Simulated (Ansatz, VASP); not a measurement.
## Ti: VASP beside Ansatz

Contents of INCAR:

```
SYSTEM = Ti
PREC     = Accurate       ! precision mode
ENCUT    = 600            ! plane-wave cutoff, eV
EDIFF    = 1E-6           ! SCF threshold, eV
ISMEAR   = 0              ! smearing method
SIGMA    = 0.1            ! smearing width, eV
LREAL    = .FALSE.        ! projectors in reciprocal space
LASPH    = .TRUE.         ! aspherical terms in the spheres
NELM     = 80             ! most SCF steps
ALGO     = Fast           ! electronic algorithm
ISIF     = 3              ! what is computed and relaxed
LWAVE    = .FALSE.        ! write WAVECAR
LCHARG   = .FALSE.        ! write CHGCAR
IBRION   = 2              ! ionic algorithm
NSW      = 100            ! ionic steps
EDIFFG   = -0.005         ! ionic threshold
```

The input KPOINTS:

```
regular mesh
0
G
  12 12 14
  0 0 0
```

Contents of POSCAR:

```
Ti
1.0
    4.5673748306      0.0000000000      0.0000000000
   -2.2836874153      3.9554626319      0.0000000000
    0.0000000000      0.0000000000      2.8262442700
Ti
3
Direct
    0.0000000000      0.0000000000      0.0000000000
    0.3333333300      0.6666666700      0.5000000000
    0.6666666700      0.3333333300      0.5000000000
```

Input for Ansatz:

```yaml
crystal:
  lattice:
    - [4.5673748306, 0.0, 0.0]
    - [-2.2836874153, 3.9554626319, 0.0]
    - [0.0, 0.0, 2.82624427]
  atoms:
    - { symbol: Ti, position: [0.0, 0.0, 0.0] }
    - { symbol: Ti, position: [0.33333333, 0.66666667, 0.5] }
    - { symbol: Ti, position: [0.66666667, 0.33333333, 0.5] }
basis:
  ecutwfc: 420
kpoints:
  mp_grid: { grid: [12, 12, 14] }
hamiltonian:
  xc: lda
scf:
  occupations: { method: gaussian, width: 0.1 }
output:
  forces: true
  stress: true
  eigenvalues: true
  write_density: true
  write_potential: true
  elf: true
  volumetric_format: npy
relax:
  adjacent_minimum: "off"
  f_tol: 0.005
  max_steps: 80
  cell: { stress_tol: 0.05 }
```

Alike in both runs: task relaxation of cell and atoms; functional LDA; k mesh 12 × 12 × 14; occupations gaussian, width 0.1 eV; no spin polarisation.

```csv
,VASP,Ansatz
version,VASP 6.6.1,Ansatz 0.2.0
potentials or method,"VASP PAW LDA potentials, release 64 (Ti_sv), cutoff 600 eV","scalar-relativistic, plane waves, PAW"
valence electrons in the cell,36,36
```

VASP gave:

| Property | Result |
| --- | --- |
| gap on the k mesh at the Fermi level, each at its own relaxed structure (eV) | none |
| relaxed volume (Å³/atom) | 15.83 |
| relaxed cell length with the largest relative difference (Å) | 4.449 |

Which values does Ansatz return?

gap on the k mesh at the Fermi level, each at its own relaxed structure (eV): none; relaxed volume (Å³/atom): 15.85; relaxed cell length with the largest relative difference (Å): 4.451.

LDA's correlation is that of Perdew and Zunger in VASP and of Perdew and Wang (1992) in Ansatz. A gap of «none» marks a metal or a gap that the smearing closes.
